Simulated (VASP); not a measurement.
Write the native input for VASP 6.6.1 that does the following.

```
Task                   : single point
Functional             : PBE
Potentials or basis    : VASP PAW PBE potentials, release 64 (Cd, Te)
Cutoff                 : 520 eV
k mesh                 : 8 × 8 × 8
Occupations            : gaussian, width 0.01 eV
Spin                   : no spin polarisation
Dipole correction      : no
Further INCAR settings : ALGO = Normal; EDIFF = 1e-06; NBANDS = 16
```

The structure of CdTe lies in POSCAR:

```
CdTe
1.0
    0.0000000000      3.2799400819      3.2799400819
    3.2799400819      0.0000000000      3.2799400819
    3.2799400819      3.2799400819      0.0000000000
Cd Te
1 1
Direct
    0.0000000000      0.0000000000      0.0000000000
    0.2500000000      0.2500000000      0.2500000000
```

These files were run (other wordings do the same):

INCAR

```
  PREC = Accurate
  ENCUT = 520
  EDIFF = 1E-6
  ISMEAR = 0
  SIGMA = 0.01
  LREAL = False
  LASPH = True
  NELM = 80
  ALGO = Normal
  ISIF = 2
  LWAVE = False
  LCHARG = False
  GGA = PE
  NBANDS = 16
```

KPOINTS

```
Automatic mesh
0
Gamma
  8 8 8
```

Potentials or basis: VASP PAW PBE potentials, release 64 (Cd, Te).

Run with:

```console
$ cat potpaw_PBE.64/Cd/POTCAR potpaw_PBE.64/Te/POTCAR > POTCAR
$ mpirun -np 1 vasp_std > vasp.out
```

Results of the run:

| Item | Value |
| --- | --- |
| Pressure | 1.1 GPa |
| Band gap on the k mesh | 0.66 eV |

Caveat: semilocal functionals underestimate gaps, and a narrow one can read as zero; spin-orbit coupling is left out, which moves the levels of the heavy elements.

Wall time 26 s on 1 thread of AMD EPYC 7R13 Processor (Zen 3), with other jobs on the host, peak memory 0.18 GiB.
